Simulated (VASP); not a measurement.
Crystal: Zr3ZnN2.

```
CELL_PARAMETERS angstrom
5.01506 0.00000 0.00000
-2.50753 4.34317 0.00000
0.00000 0.00000 4.19646
ATOMIC_POSITIONS crystal
Zr 0.50000 0.50000 0.50000
Zr 0.50000 0.00000 0.50000
Zr 0.00000 0.50000 0.50000
Zn 0.00000 0.00000 0.00000
N 0.66667 0.33333 0.00000
N 0.33333 0.66667 0.00000
```

```yaml
Program: VASP 6.6.1
Task: relaxation of cell and atoms
Functional: PBE
Potentials_or_basis: VASP PAW PBE potentials, release 64 (Zr_sv, Zn, N)
Cutoff: 600 eV
k_mesh: 6 × 6 × 4
Occupations: gaussian, width 0.1 eV
Spin: no spin polarisation
```

At the start: pressure 5.1 GPa; volume 15.23 Å³/atom.

Problem. Where does the relaxation end?

Solution. Over 7 steps the energy falls by 1520.1 meV/atom and the volume is 15.62 Å³/atom (+2.5 %); space group P6/mmm (No. 191, to 0.05 Å).

Step by step:
| step | energy change (eV) | largest force (eV/Å) | pressure (GPa) | volume (Å³) |
| --- | --- | --- | --- | --- |
| 1 | 0.0000 | 0.0000 | 5.08 | 91.40 |
| 2 | -8.8457 | 0.0000 | 0.57 | 92.69 |
| 3 | -9.1003 | 0.0000 | 3.42 | 91.78 |
| 4 | -9.0894 | 0.0000 | 3.92 | 91.63 |
| 5 | -9.0623 | 0.0000 | -5.10 | 97.11 |
| 6 | -9.1160 | 0.0000 | -0.05 | 93.85 |
| 7 | -9.1205 | 0.0000 | -0.03 | 93.73 |

Final structure:
```
Zr Zn N
1.0
     5.96282    0.00000    0.00000
    -2.98141    5.16396    0.00000
     0.00000    0.00000    3.04390
Zr Zn N
3 1 2
Direct
  0.50000 0.50000 0.50000
  0.50000 0.00000 0.50000
  0.00000 0.50000 0.50000
  0.00000 0.00000 0.00000
  0.66667 0.33333 0.00000
  0.33333 0.66667 0.00000
```

Caveat: the k points lie up to 0.52 Å⁻¹ apart in the final cell.
